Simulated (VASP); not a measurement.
# Si (P-1) in VASP: a series of runs, part 2 of 2

VASP 6.6.1. Earlier steps stand in the parts before.

## Step 4: Single point, PBE-based screened hybrid with 20 % exact exchange

Input file POSCAR:

```
Si
1.0
   -0.1436334000     -0.2337244800      2.5955116700
    2.8539932400     -0.1987167300     -0.1526128900
   -0.3441874700      4.6079786100     -0.4301308600
Si
2
Direct
    0.9669815000      0.9785314700      0.0148158000
    0.0330185000      0.5214685300      0.4851842000
```

Input file INCAR.step1:

```
SYSTEM = Si
PREC = Accurate
ENCUT = 520
EDIFF = 1E-5
ISMEAR = -1
SIGMA = 0.05
LREAL = .FALSE.
LASPH = .TRUE.
NELM = 80
ALGO = Normal
ISIF = 2
LWAVE = .TRUE.
LCHARG = .FALSE.
NBANDS = 11
GGA = PE
```

Input file INCAR.step2:

```
SYSTEM = Si
PREC = Accurate
ENCUT = 520
EDIFF = 1E-6
ISMEAR = -1
SIGMA = 0.05
LREAL = .FALSE.
LASPH = .TRUE.
NELM = 80
ALGO = Normal
ISIF = 2
LWAVE = .FALSE.
LCHARG = .FALSE.
GGA = PE
LHFCALC = .TRUE.
AEXX = 0.2
HFSCREEN = 0.2
PRECFOCK = Normal
NBANDS = 11
ISTART = 1
```

Input file KPOINTS:

```
regular mesh
0
G
  5 5 3
  0 0 0
```

Potentials or basis: VASP PAW PBE potentials, release 64 (Si).

On the command line:

```
> cat potpaw_PBE.64/Si/POTCAR > POTCAR
> cp INCAR.step1 INCAR
> mpirun -np 1 vasp_std > vasp.out
> cp INCAR.step2 INCAR
> mpirun -np 1 vasp_std > vasp.out
```

OUTCAR:

```text
SYSTEM = Si
   PREC = Accurate
   ENCUT = 520
   EDIFF = 1E-6
   ISMEAR = -1
   LREAL = .FALSE.
   LASPH = .TRUE.
   NELM = 80
   ISIF = 2
   GGA = PE
   LHFCALC = .TRUE.
   AEXX = 0.2
   HFSCREEN = 0.2
   PRECFOCK = Normal
   ISTART = 1

 ion  position               nearest neighbor table
   1  0.967  0.979  0.015-   2 2.47   2 2.66   2 2.69   2 3.10
   2  0.033  0.521  0.485-   1 2.47   1 2.66   1 2.69   1 3.10

  LATTYP: Found a triclinic cell.
 ALAT       =     3.6743448820
 B/A-ratio  =     1.7844557274
 C/A-ratio  =     1.7577617440
 COS(alpha) =     0.0037825872
 COS(beta)  =     0.6563862525
 COS(gamma) =     0.7254449456

  Lattice vectors:

 A1 = (  -2.7103598400,   0.4324412100,  -2.4428987800)
 A2 = (  -3.0545473100,   5.0404198200,  -2.8730296400)
 A3 = (  -2.2225389700,  -3.9418129200,  -4.6082795900)

Analysis of symmetry for initial positions (statically):
=====================================================================
 Subroutine PRICEL returns:
 Original cell was already a primitive cell.

[... 187 lines left out ...]
      1      -6.4571      2.00000
      2       0.9185      2.00000
      3       1.6803      2.00000
      4      11.9498      0.00000
      5      14.1814      0.00000
      6      15.3768      0.00000
      7      16.0956      0.00000
      8      16.2299      0.00000
      9      18.3162      0.00000
     10      18.6704      0.00000
     11      20.0904      0.00000
[... 309 lines left out ...]
 k-point    24 :       0.0000    0.4000    0.3333
  band No.  band energies     occupation
      1      -2.1390      2.00000
      2      -1.3188      2.00000
      3       1.5766      2.00000
      4       5.6382      2.00000
      5      11.0453      0.00000
      6      12.1335      0.00000
      7      15.5065      0.00000
      8      17.4800      0.00000
      9      19.1542      0.00000
     10      21.3621      0.00000
     11      22.4487      0.00000

 [... further k-points ...]

------------------------ aborting loop because EDIFF is reached ----------------------------------------

  FORCE on cell =-STRESS in cart. coord.  units (eV):
  Direction    XX          YY          ZZ          XY          YZ          ZX
  --------------------------------------------------------------------------------------
  -------------------------------------------------------------------------------------
  Total        0.4468966     -1.0980725     -3.3128052     -0.1396245      1.5485120      0.8351712
  in kB       21.3453668    -52.4478386   -158.2313290     -6.6689609     73.9624285     39.8907401
  external PRESSURE =     -63.1112669 kB  Pullay stress =       0.0000000 kB

 VOLUME and BASIS-vectors are now :
 -----------------------------------------------------------------------------
  energy-cutoff  :      520.00
  volume of cell :       33.54
      direct lattice vectors                 reciprocal lattice vectors
    -0.143633400 -0.233724480  2.595511670     0.023512779  0.038162429  0.390018171
     2.853993240 -0.198716730 -0.152612890     0.353552149  0.028473814  0.022129326
    -0.344187470  4.607978610 -0.430130860     0.016439364  0.220178478  0.020736698

 POSITION                                       TOTAL-FORCE (eV/Angst)
 -----------------------------------------------------------------------------------
      2.64873     -0.35219      2.35410        -0.322308     -0.441401      0.031049
      1.31653      2.12438     -0.20258         0.322308      0.441401     -0.031049
 -----------------------------------------------------------------------------------
    total drift:                                0.000000     -0.000000      0.000000

  FREE ENERGIE OF THE ION-ELECTRON SYSTEM (eV)
  ---------------------------------------------------
  free  energy   TOTEN  =       -10.8726372592 eV

  energy  without entropy=      -10.8642645971  energy(sigma->0) =      -10.86845093
```

OUTCAR.step1:

```text
SYSTEM = Si
   PREC = Accurate
   ENCUT = 520
   EDIFF = 1E-5
   ISMEAR = -1
   LREAL = .FALSE.
[... 564 lines left out ...]
      2.64873     -0.35219      2.35410        -0.298528     -0.475320      0.025152
      1.31653      2.12438     -0.20258         0.298528      0.475320     -0.025152
 -----------------------------------------------------------------------------------
    total drift:                                0.000000      0.000000     -0.000000

  FREE ENERGIE OF THE ION-ELECTRON SYSTEM (eV)
  ---------------------------------------------------
  free  energy   TOTEN  =        -9.7363543206 eV

  energy  without entropy=       -9.7237543554  energy(sigma->0) =       -9.73005434
```

It took 6.5 min on 1 thread of Intel Xeon 8259CL, shared host; peak memory 0.25 GiB.

Results:

```yaml
Free_energy: -10.8726 eV
Pressure: -6.3 GPa
Largest_force: 0.547 eV/Å
Band_gap_on_the_k_mesh: zero (bands 4 and 5 overlap by 5.41 eV)
```

Forces in eV/Å, atoms in the order of the input:
```
Si  -0.322 -0.441  0.031
Si   0.322  0.441 -0.031
```

Levels at points of the mesh, in eV from the Fermi level:
```csv
k point,band 1,band 2,band 3,band 4,band 5,band 6,band 7,band 8,band 9
"(0.00, 0.00, 0.00)",-14.59,-7.21,-6.45,3.82,6.05,7.25,7.97,8.10,10.19
```

Caveat: the k points lie up to 0.49 Å⁻¹ apart, too coarse for converged energies and pressures of a metal; the PAW data sets were made with another functional, which shifts forces and pressure a little.

## Step 5: Single point, PBE-based screened hybrid with 25 % exact exchange

POSCAR is that of step 4.

Input file INCAR.step1:

```
SYSTEM = Si
  PREC = Accurate
  ENCUT = 520
  EDIFF = 1E-5
  ISMEAR = -1
  SIGMA = 0.05
  LREAL = .False.
  LASPH = .True.
  NELM = 80
  ALGO = Normal
  ISIF = 2
  LWAVE = .True.
  LCHARG = .False.
  NBANDS = 11
  GGA = PE
```

Input file INCAR.step2:

```
SYSTEM = Si
  PREC = Accurate
  ENCUT = 520
  EDIFF = 1E-7
  ISMEAR = -1
  SIGMA = 0.05
  LREAL = .False.
  LASPH = .True.
  NELM = 80
  ALGO = Normal
  ISIF = 2
  LWAVE = .False.
  LCHARG = .False.
  GGA = PE
  LHFCALC = .True.
  AEXX = 0.25
  HFSCREEN = 0.2
  PRECFOCK = Normal
  NBANDS = 11
  ISTART = 1
```

Input file KPOINTS:

```
regular mesh
0
Gamma
  5 5 3
  0 0 0
```

On the command line:

```
> cat potpaw_PBE.64/Si/POTCAR > POTCAR
> cp INCAR.step1 INCAR
> mpirun -np 1 vasp_std > vasp.out
> cp INCAR.step2 INCAR
> mpirun -np 1 vasp_std > vasp.out
```

It took 8.6 min on 1 thread of Intel Xeon 8259CL, shared host; peak memory 0.25 GiB.

The run converged. Its results:

```yaml
Free_energy: -11.1632 eV
Pressure: -6.8 GPa
Largest_force: 0.541 eV/Å
Band_gap_on_the_k_mesh: zero (bands 4 and 5 overlap by 5.53 eV)
```

Forces in eV/Å, atoms in the order of the input:
```
Si  -0.329 -0.428  0.034
Si   0.329  0.428 -0.034
```

Stress tensor (GPa, compression positive):
```
  2.08  -0.63   4.34
 -0.63  -5.89   7.88
  4.34   7.88 -16.48
```

Levels at points of the mesh, in eV from the Fermi level:
| k point | band 1 | band 2 | band 3 | band 4 | band 5 | band 6 | band 7 | band 8 | band 9 |
| --- | --- | --- | --- | --- | --- | --- | --- | --- | --- |
| (0.00, 0.00, 0.00) | -14.95 | -7.40 | -6.62 | 3.90 | 6.15 | 7.40 | 8.14 | 8.25 | 10.38 |

Caveat: the k points lie up to 0.49 Å⁻¹ apart, too coarse for converged energies and pressures of a metal; the PAW data sets were made with another functional, which shifts forces and pressure a little.

## Step 6: Single point, PBE-based screened hybrid with 30 % exact exchange

POSCAR is that of step 5.

Input file INCAR.step1:

```
SYSTEM = Si
PREC     = Accurate       ! precision mode
ENCUT    = 520            ! plane-wave cutoff, eV
EDIFF    = 1E-5           ! SCF threshold, eV
ISMEAR   = -1             ! smearing method
SIGMA    = 0.05           ! smearing width, eV
LREAL    = .FALSE.        ! projectors in reciprocal space
LASPH    = .TRUE.         ! aspherical terms in the spheres
NELM     = 80             ! most SCF steps
ALGO     = Normal         ! electronic algorithm
ISIF     = 2              ! what is computed and relaxed
LWAVE    = .TRUE.         ! write WAVECAR
LCHARG   = .FALSE.        ! write CHGCAR
GGA      = PE             ! functional
NBANDS   = 11             ! bands
```

Input file INCAR.step2:

```
SYSTEM = Si
PREC     = Accurate       ! precision mode
ENCUT    = 520            ! plane-wave cutoff, eV
EDIFF    = 1E-6           ! SCF threshold, eV
ISMEAR   = -1             ! smearing method
SIGMA    = 0.05           ! smearing width, eV
LREAL    = .FALSE.        ! projectors in reciprocal space
LASPH    = .TRUE.         ! aspherical terms in the spheres
NELM     = 80             ! most SCF steps
ALGO     = Normal         ! electronic algorithm
ISIF     = 2              ! what is computed and relaxed
LWAVE    = .FALSE.        ! write WAVECAR
LCHARG   = .FALSE.        ! write CHGCAR
GGA      = PE             ! functional
LHFCALC  = .TRUE.         ! exact exchange
AEXX     = 0.3            ! exact-exchange fraction
HFSCREEN = 0.2            ! screening, 1/A
PRECFOCK = Normal       
ISTART   = 1            
NBANDS   = 11             ! bands
```

Input file KPOINTS:

```
regular mesh
0
G
  5 5 3
  0 0 0
```

Potentials or basis: VASP PAW PBE potentials, release 64 (Si).

On the command line:

```
> cat potpaw_PBE.64/Si/POTCAR > POTCAR
> cp INCAR.step1 INCAR
> mpirun -np 1 vasp_std > vasp.out
> cp INCAR.step2 INCAR
> mpirun -np 1 vasp_std > vasp.out
```

It took 4.3 min on 1 thread of Intel Xeon Platinum 8488C (Sapphire Rapids), shared host; peak memory 0.24 GiB.

The run converged. Its results:

```
Free energy            : -11.4562 eV
Pressure               : -7.2 GPa
Largest force          : 0.535 eV/Å
Band gap on the k mesh : zero (bands 4 and 5 overlap by 5.65 eV)
```

Forces on the atoms (eV/Å):
```
Si  -0.336 -0.414  0.037
Si   0.336  0.414 -0.037
```

Stress tensor (GPa, compression positive):
```
  2.00  -0.54   4.66
 -0.54  -6.59   8.38
  4.66   8.38 -17.15
```

Levels at points of the mesh, in eV from the Fermi level:
```tsv
k point	band 1	band 2	band 3	band 4	band 5	band 6	band 7	band 8	band 9
(0.00, 0.00, 0.00)	-15.31	-7.60	-6.80	3.98	6.25	7.55	8.31	8.40	10.56
```

Caveat: the k points lie up to 0.49 Å⁻¹ apart, too coarse for converged energies and pressures of a metal; the PAW data sets were made with another functional, which shifts forces and pressure a little.

## Step 7: Overview

| level | share of exact exchange | gap on the mesh (eV) | pressure (GPa) | largest force (eV/Å) |
| --- | --- | --- | --- | --- |
| PBE-based screened hybrid with 10 % exact exchange | 0.1 | none | -5.4 | 0.56 |
| PBE-based screened hybrid with 15 % exact exchange | 0.15 | none | -5.8 | 0.55 |
| PBE-based screened hybrid with 20 % exact exchange | 0.2 | none | -6.3 | 0.55 |
| PBE-based screened hybrid with 25 % exact exchange | 0.25 | none | -6.8 | 0.54 |
| PBE-based screened hybrid with 30 % exact exchange | 0.3 | none | -7.2 | 0.53 |

Alike in all rows: task single point; potentials or basis VASP PAW PBE potentials, release 64 (Si); no spin polarisation; cell as given; k mesh 5 × 5 × 3; cutoff (eV) 520; smearing fermi-dirac 0.05 eV.

Caveats: all runs use coarse meshes; the PAW data sets were made with another functional, which shifts forces and pressure a little.

Absolute energies hang on the potentials; compare differences alone.
